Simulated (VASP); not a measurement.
# NaI (Fm-3m) in VASP: further runs

Runs on NaI. Level: r2SCAN. Tasks: single point.

All numbers are computed with VASP 6.6.1; they aren't measurements. Logs are shortened: lines on timing, memory, paths and dates and some standing lists are left out, and cuts for length are marked.

### 1 The cell of the first run

It takes space group Fm-3m (No. 225, cubic). Conventional cell: a = 6.473 Å, b = 6.473 Å, c = 6.473 Å, α = 90.00°, β = 90.00°, γ = 90.00°. Na (site symmetry m-3m) has 6 I at 3.24 Å within 4.3 Å. Within 4.3 Å of I (site symmetry m-3m) lie 6 Na at 3.24 Å.

### 2 Single point, r2SCAN

Input file POSCAR:

```
NaI
1.0
    0.0000000000      3.2364000000      3.2364000000
    3.2364000000      0.0000000000      3.2364000000
    3.2364000000      3.2364000000      0.0000000000
Na I
1 1
Direct
    0.0000000000      0.0000000000      0.0000000000
    0.5000000000      0.5000000000      0.5000000000
```

Input file INCAR.step1:

```
PREC = Accurate
ENCUT = 520
ISMEAR = 0
SIGMA = 0.05
LREAL = False
LASPH = True
NELM = 80
NBANDS = 14
GGA = PE
ALGO = Normal
EDIFF = 1E-4
LWAVE = True
LCHARG = False
```

Input file INCAR.step2:

```
PREC = Accurate
ENCUT = 520
EDIFF = 1E-6
ISMEAR = 0
SIGMA = 0.05
LREAL = False
LASPH = True
NELM = 80
ALGO = Normal
ISIF = 2
LWAVE = False
LCHARG = True
METAGGA = R2SCAN
LMIXTAU = True
LELF = True
LVHAR = True
NBANDS = 14
ISTART = 1
```

Input file KPOINTS:

```
Automatic mesh
0
Gamma
  6 6 6
```

Potentials or basis: VASP PAW PBE potentials, release 64 (Na_pv, I).

The run is started by

```sh
$ cat potpaw_PBE.64/Na_pv/POTCAR potpaw_PBE.64/I/POTCAR > POTCAR
$ cp INCAR.step1 INCAR
$ mpirun -np 1 vasp_std > vasp.out
$ cp INCAR.step2 INCAR
$ mpirun -np 1 vasp_std > vasp.out
```

OUTCAR:

```text
PREC = Accurate
   ENCUT = 520
   EDIFF = 1E-6
   ISMEAR = 0
   LREAL = False
   LASPH = True
   NELM = 80
   ISIF = 2
   METAGGA = R2SCAN
   ISTART = 1

 ion  position               nearest neighbor table
   1  0.000  0.000  0.000-
   2  0.500  0.500  0.500-

  LATTYP: Found a face centered cubic cell.
 ALAT       =     6.4728000000

  Lattice vectors:

 A1 = (   0.0000000000,   3.2364000000,   3.2364000000)
 A2 = (   3.2364000000,   0.0000000000,   3.2364000000)
 A3 = (   3.2364000000,   3.2364000000,   0.0000000000)

Analysis of symmetry for initial positions (statically):
=====================================================================
 Subroutine PRICEL returns:
 Original cell was already a primitive cell.

 Routine SETGRP: Setting up the symmetry group for a
 face centered cubic supercell.

 Subroutine GETGRP returns: Found 48 space group operations
 (whereof 48 operations were pure point group operations)
 out of a pool of 48 trial point group operations.

The static configuration has the point symmetry O_h .

Analysis of symmetry for dynamics (positions and initial velocities):
=====================================================================
 Subroutine PRICEL returns:
 Original cell was already a primitive cell.

 Routine SETGRP: Setting up the symmetry group for a
 face centered cubic supercell.

 Subroutine GETGRP returns: Found 48 space group operations
 (whereof 48 operations were pure point group operations)
 out of a pool of 48 trial point group operations.

The dynamic configuration has the point symmetry O_h .

 Subroutine INISYM returns: Found 48 space group operations
 (whereof 48 operations are pure point group operations),
 and found     1 'primitive' translations

----------------------------------------------------------------------------------------

                                     Primitive cell

  volume of cell :      67.7980

  direct lattice vectors                    reciprocal lattice vectors
     0.000000000  3.236400000  3.236400000    -0.154492646  0.154492646  0.154492646
     3.236400000  0.000000000  3.236400000     0.154492646 -0.154492646  0.154492646
     3.236400000  3.236400000  0.000000000     0.154492646  0.154492646 -0.154492646

  length of vectors
     4.576960773  4.576960773  4.576960773     0.267589113  0.267589113  0.267589113

  position of ions in fractional coordinates (direct lattice)
     0.000000000  0.000000000  0.000000000
     0.500000000  0.500000000  0.500000000

  ion indices of the primitive-cell ions
   primitive index   ion index
                 1           1
                 2           2

----------------------------------------------------------------------------------------

 KPOINTS: Automatic mesh

Automatic generation of k-mesh.
 Grid dimensions read from file:
 generate k-points for:    6    6    6

 Generating k-lattice:

  Cartesian coordinates                     Fractional coordinates (reciprocal lattice)
    -0.025748774  0.025748774  0.025748774     0.166666667  0.000000000  0.000000000
     0.025748774 -0.025748774  0.025748774     0.000000000  0.166666667  0.000000000
     0.025748774  0.025748774 -0.025748774     0.000000000  0.000000000  0.166666667

  Length of vectors
     0.044598185  0.044598185  0.044598185

  Shift w.r.t. Gamma in fractional coordinates (k-lattice)
     0.000000000  0.000000000  0.000000000

 Subroutine IBZKPT returns following result:
 ===========================================

 Found     16 irreducible k-points:

 Following reciprocal coordinates:
            Coordinates               Weight
  0.000000  0.000000  0.000000      1.000000
  0.166667  0.000000  0.000000      8.000000
  0.333333  0.000000  0.000000      8.000000
  0.500000  0.000000  0.000000      4.000000
  0.166667  0.166667  0.000000      6.000000
  0.333333  0.166667  0.000000     24.000000
[... 8 lines left out ...]
 -0.333333  0.333333  0.166667     24.000000
 -0.333333  0.500000  0.166667     12.000000
   k-points           NKPTS =     16   k-points in BZ     NKDIM =     16   number of bands    NBANDS=     14
   number of dos      NEDOS =    301   number of ions     NIONS =      2
   total plane-waves  NPLWV =  46656
   dimension x,y,z NGX =    36 NGY =   36 NGZ =   36
   dimension x,y,z NGXF=    72 NGYF=   72 NGZF=   72
   ions per type =               1   1
   NGX,Y,Z   is equivalent  to a cutoff of  13.08, 13.08, 13.08 a.u.
   NGXF,Y,Z  is equivalent  to a cutoff of  26.15, 26.15, 26.15 a.u.
 SYSTEM =  unknown system
   PREC   = accura    normal or accurate (medium, high low for compatibility)
   ISTART =      1    job   : 0-new  1-cont  2-samecut
   ICHARG =      0    charge: 1-file 2-atom 10-const
   ISPIN  =      1    spin polarized calculation?
   LNONCOLLINEAR =      F non collinear calculations
   LSORBIT =      F    spin-orbit coupling
   LASPH  =      T    aspherical Exc in radial PAW
   ENCUT  =  520.0 eV  38.22 Ry    6.18 a.u.   8.51  8.51  8.51*2*pi/ulx,y,z
   NELM   =     80;   NELMIN=  2; NELMDL=  0     # of ELM steps
   EDIFF  = 0.1E-05   stopping-criterion for ELM
   LREAL  =      F    real-space projection
   EDIFFG = 0.1E-04   stopping-criterion for IOM
   NSW    =      0    number of steps for IOM
   IBRION =     -1    ionic relax: 0-MD 1-quasi-New 2-CG
   NFREE  =      0    steps in history (QN), initial steepest desc. (CG)
   ISIF   =      2    stress and relaxation
   ISYM   =      2    0-nonsym 1-usesym 2-fastsym
   POTIM  = 0.5000    time-step for ionic-motion
   TEBEG  =    0.0;   TEEND  =   0.0 temperature during run
   PSTRESS=    0.0 pullay stress
   NELECT =      14.0000    total number of electrons
   NUPDOWN=      -1.0000    fix difference up-down
   EMIN   =  10.00;   EMAX   =-10.00  energy-range for DOS
   EFERMI =   0.00;   METHOD = LEGACY
   ISMEAR =     0;   SIGMA  =   0.05  broadening in eV -4-tet -1-fermi 0-gaus
   EFERMI_NEDOS =   21; number of points for ismear=-14 and -15
   IALGO  =     38    algorithm
   IMIX   =      4    mixing-type and parameters
     AMIX     =   0.40;   BMIX     =  1.00
     AMIX_MAG =   1.60;   BMIX_MAG =  1.00
  volume/ion in A,a.u.               =      33.90       228.76
  Fermi-wavevector in a.u.,A,eV,Ry     =   0.967636  1.828567 12.739397  0.936319
  Thomas-Fermi vector in A             =   2.097538
   LORBIT       =      0    0 simple, 1 ext, 2 COOP (PROOUT), +10 PAW based schemes
   METAGGA = R2SCAN    functional components
   LHFCALC =     F    Hartree Fock is set to
   AEXX    =    0.0000 exact exchange contribution
   IVDW    =     0    specifies the selected vdW correction
   LEPSILON=     F    determine dielectric tensor
   LRPA    =     F    only Hartree local field effects (RPA)
 non-spin polarized calculation
 Gauss-broadening in eV      SIGMA  =   0.05
  energy-cutoff  :      520.00
  volume of cell :       67.80
 maximum number of plane-waves:      1853
 NGX is ok and might be reduce to    36
   NGX = 17   NGY = 17   NGZ = 17

 number of electron      13.9999993 magnetization

 Free energy of the ion-electron system (eV)
  ---------------------------------------------------
  ext. energy  EPLUGINS =         0.00000000
  ---------------------------------------------------
  free energy    TOTEN  =       -31.08540159 eV

  energy without entropy =      -31.08540159  energy(sigma->0) =      -31.08540159

 E-fermi :   0.6899     XC(G=0):  -8.0685

 val. band max:        0.4801245581   @ k =   0.0000   0.0000   0.0000
 cond. band min:       4.9189782354   @ k =   0.0000   0.0000   0.0000
 fundamental gap:      4.4388536773
 Fermi energy:         0.6898622939

 k-point     1 :       0.0000    0.0000    0.0000
  band No.  band energies     occupation
      1     -22.7711      2.00000
      2     -22.7708      2.00000
      3     -22.7708      2.00000
      4     -10.8654      2.00000
      5       0.4801      2.00000
      6       0.4801      2.00000
      7       0.4801      2.00000
      8       4.9190      0.00000
      9       8.9548      0.00000
     10       8.9548      0.00000
     11       8.9548      0.00000
     12      10.8068      0.00000
     13      10.8068      0.00000
     14      11.5957      0.00000

 k-point     2 :       0.1667    0.0000    0.0000
  band No.  band energies     occupation
      1     -22.7721      2.00000
      2     -22.7711      2.00000
      3     -22.7709      2.00000
      4     -10.7870      2.00000
      5      -0.2289      2.00000
      6       0.4009      2.00000
      7       0.4009      2.00000
      8       5.6994      0.00000
      9       8.4972      0.00000
     10       9.1728      0.00000
     11       9.1729      0.00000
     12      10.3567      0.00000
     13      10.3568      0.00000
     14      12.1951      0.00000

 k-point     3 :       0.3333    0.0000    0.0000
  band No.  band energies     occupation
      1     -22.7746      2.00000
      2     -22.7713      2.00000
      3     -22.7710      2.00000
      4     -10.6206      2.00000
      5      -1.2724      2.00000
      6       0.2526      2.00000
      7       0.2526      2.00000
      8       6.2321      0.00000
      9       8.8016      0.00000
     10       8.8018      0.00000
     11       9.2794      0.00000
     12      11.4253      0.00000
     13      11.4253      0.00000
     14      11.4913      0.00000
[... 188 lines left out ...]
 k-point    15 :      -0.3333    0.3333    0.1667
  band No.  band energies     occupation
      1     -22.7744      2.00000
      2     -22.7731      2.00000
      3     -22.7719      2.00000
      4     -10.4633      2.00000
      5      -1.2468      2.00000
      6      -0.7082      2.00000
      7      -0.1746      2.00000
      8       7.2257      0.00000
      9       7.7380      0.00000
     10       8.9844      0.00000
     11       9.6809      0.00000
     12      11.6704      0.00000
     13      13.1809      0.00000
     14      14.1379      0.00000

 k-point    16 :      -0.3333    0.5000    0.1667
  band No.  band energies     occupation
      1     -22.7741      2.00000
      2     -22.7730      2.00000
      3     -22.7726      2.00000
      4     -10.4418      2.00000
      5      -1.2155      2.00000
      6      -0.6418      2.00000
      7      -0.4065      2.00000
      8       6.5732      0.00000
      9       7.4916      0.00000
     10       9.7098      0.00000
     11       9.8666      0.00000
     12      13.0693      0.00000
     13      13.8400      0.00000
     14      13.8806      0.00000

------------------------ aborting loop because EDIFF is reached ----------------------------------------

  FORCE on cell =-STRESS in cart. coord.  units (eV):
  Direction    XX          YY          ZZ          XY          YZ          ZX
  --------------------------------------------------------------------------------------
  -------------------------------------------------------------------------------------
  Total       -0.0758521     -0.0758521     -0.0758521     -0.0000000     -0.0000000     -0.0000000
  in kB       -1.7925098     -1.7925098     -1.7925098     -0.0000000     -0.0000000     -0.0000000
  external PRESSURE =      -1.7925098 kB  Pullay stress =       0.0000000 kB

 VOLUME and BASIS-vectors are now :
 -----------------------------------------------------------------------------
  energy-cutoff  :      520.00
  volume of cell :       67.80
      direct lattice vectors                 reciprocal lattice vectors
     0.000000000  3.236400000  3.236400000    -0.154492646  0.154492646  0.154492646
     3.236400000  0.000000000  3.236400000     0.154492646 -0.154492646  0.154492646
     3.236400000  3.236400000  0.000000000     0.154492646  0.154492646 -0.154492646

 POSITION                                       TOTAL-FORCE (eV/Angst)
 -----------------------------------------------------------------------------------
      0.00000      0.00000      0.00000         0.000000     -0.000000     -0.000000
      3.23640      3.23640      3.23640        -0.000000      0.000000      0.000000
 -----------------------------------------------------------------------------------
    total drift:                                0.000000      0.000000      0.000000

  FREE ENERGIE OF THE ION-ELECTRON SYSTEM (eV)
  ---------------------------------------------------
  free  energy   TOTEN  =       -31.0854015897 eV

  energy  without entropy=      -31.0854015897  energy(sigma->0) =      -31.08540159
```

It took 81 s on 1 thread of Intel Xeon 8259CL, shared host; peak memory 0.21 GiB.

Results:

```
Free energy            : -31.0854 eV
Pressure               : -0.2 GPa
Band gap on the k mesh : 4.44 eV
```

Caveat: the PAW data sets were made with another functional, which shifts forces and pressure a little; spin-orbit coupling is left out, which moves the levels of the heavy elements. r2SCAN opens gaps a little over a GGA but as a rule still falls short of measured ones.

### 3 Single point, r2SCAN

POSCAR is that of step 2.

Input file INCAR.step1:

```
  PREC = Accurate
  ENCUT = 520
  ISMEAR = 0
  SIGMA = 0.05
  LREAL = F
  LASPH = T
  NELM = 80
  NBANDS = 14
  GGA = PE
  ALGO = Normal
  EDIFF = 1E-4
  LWAVE = T
  LCHARG = F
```

Input file INCAR.step2:

```
  PREC = Accurate
  ENCUT = 520
  EDIFF = 1E-6
  ISMEAR = 0
  SIGMA = 0.05
  LREAL = F
  LASPH = T
  NELM = 80
  ALGO = Normal
  ISIF = 2
  LWAVE = F
  LCHARG = F
  METAGGA = R2SCAN
  LMIXTAU = T
  NBANDS = 14
  ISTART = 1
```

Input file KPOINTS:

```
regular mesh
0
Gamma
  8 8 8
```

Potentials or basis: VASP PAW PBE potentials, release 64 (Na_pv, I).

The run is started by

```sh
$ cat potpaw_PBE.64/Na_pv/POTCAR potpaw_PBE.64/I/POTCAR > POTCAR
$ cp INCAR.step1 INCAR
$ mpirun -np 1 vasp_std > vasp.out
$ cp INCAR.step2 INCAR
$ mpirun -np 1 vasp_std > vasp.out
```

OUTCAR:

```text
PREC = Accurate
   ENCUT = 520
   EDIFF = 1E-6
   ISMEAR = 0
   LREAL = F
   LASPH = T
   NELM = 80
   ISIF = 2
   METAGGA = R2SCAN
   ISTART = 1

 ion  position               nearest neighbor table
   1  0.000  0.000  0.000-
   2  0.500  0.500  0.500-

  LATTYP: Found a face centered cubic cell.
 ALAT       =     6.4728000000

  Lattice vectors:

 A1 = (   0.0000000000,   3.2364000000,   3.2364000000)
 A2 = (   3.2364000000,   0.0000000000,   3.2364000000)
 A3 = (   3.2364000000,   3.2364000000,   0.0000000000)

Analysis of symmetry for initial positions (statically):
=====================================================================
 Subroutine PRICEL returns:
 Original cell was already a primitive cell.

 Routine SETGRP: Setting up the symmetry group for a
 face centered cubic supercell.

 Subroutine GETGRP returns: Found 48 space group operations
 (whereof 48 operations were pure point group operations)
 out of a pool of 48 trial point group operations.

The static configuration has the point symmetry O_h .

[... 171 lines left out ...]
      2     -22.7707      2.00000
      3     -22.7707      2.00000
      4     -10.8655      2.00000
      5       0.4800      2.00000
      6       0.4800      2.00000
      7       0.4800      2.00000
      8       4.9189      0.00000
      9       8.9548      0.00000
     10       8.9548      0.00000
     11       8.9548      0.00000
     12      10.8067      0.00000
     13      10.8067      0.00000
     14      11.5957      0.00000
[... 377 lines left out ...]
      1     -22.7749      2.00000
      2     -22.7724      2.00000
      3     -22.7715      2.00000
      4     -10.4867      2.00000
      5      -1.4331      2.00000
      6      -0.4455      2.00000
      7      -0.0187      2.00000
      8       7.2264      0.00000
      9       7.4895      0.00000
     10       9.4191      0.00000
     11       9.4537      0.00000
     12      11.7131      0.00000
     13      12.8519      0.00000
     14      14.0111      0.00000

 [... further k-points ...]

------------------------ aborting loop because EDIFF is reached ----------------------------------------

  FORCE on cell =-STRESS in cart. coord.  units (eV):
  Direction    XX          YY          ZZ          XY          YZ          ZX
  --------------------------------------------------------------------------------------
  -------------------------------------------------------------------------------------
  Total       -0.0762899     -0.0762899     -0.0762899     -0.0000000      0.0000000     -0.0000000
  in kB       -1.8028565     -1.8028565     -1.8028565     -0.0000000      0.0000000     -0.0000000
  external PRESSURE =      -1.8028565 kB  Pullay stress =       0.0000000 kB

 VOLUME and BASIS-vectors are now :
 -----------------------------------------------------------------------------
  energy-cutoff  :      520.00
  volume of cell :       67.80
      direct lattice vectors                 reciprocal lattice vectors
     0.000000000  3.236400000  3.236400000    -0.154492646  0.154492646  0.154492646
     3.236400000  0.000000000  3.236400000     0.154492646 -0.154492646  0.154492646
     3.236400000  3.236400000  0.000000000     0.154492646  0.154492646 -0.154492646

 POSITION                                       TOTAL-FORCE (eV/Angst)
 -----------------------------------------------------------------------------------
      0.00000      0.00000      0.00000         0.000000      0.000000      0.000000
      3.23640      3.23640      3.23640         0.000000      0.000000     -0.000000
 -----------------------------------------------------------------------------------
    total drift:                                0.000000      0.000000      0.000000

  FREE ENERGIE OF THE ION-ELECTRON SYSTEM (eV)
  ---------------------------------------------------
  free  energy   TOTEN  =       -31.0854937628 eV

  energy  without entropy=      -31.0854937628  energy(sigma->0) =      -31.08549376
```

OUTCAR.step1:

```text
PREC = Accurate
   ENCUT = 520
   ISMEAR = 0
   LREAL = F
   LASPH = T
[... 629 lines left out ...]
 -----------------------------------------------------------------------------------
      0.00000      0.00000      0.00000        -0.000000     -0.000000      0.000000
      3.23640      3.23640      3.23640         0.000000      0.000000     -0.000000
 -----------------------------------------------------------------------------------
    total drift:                                0.000000      0.000000      0.000000

  FREE ENERGIE OF THE ION-ELECTRON SYSTEM (eV)
  ---------------------------------------------------
  free  energy   TOTEN  =        -5.3850495880 eV

  energy  without entropy=       -5.3850495880  energy(sigma->0) =       -5.38504959
```

Run time: 2.2 min. Hardware: 1 thread of Intel Xeon 8259CL, shared host; peak memory 0.22 GiB.

Results:

| Quantity | Value |
| --- | --- |
| Free energy | -31.0855 eV |
| Pressure | -0.2 GPa |
| Band gap on the k mesh | 4.44 eV |

Caveat: the PAW data sets were made with another functional, which shifts forces and pressure a little; spin-orbit coupling is left out, which moves the levels of the heavy elements.
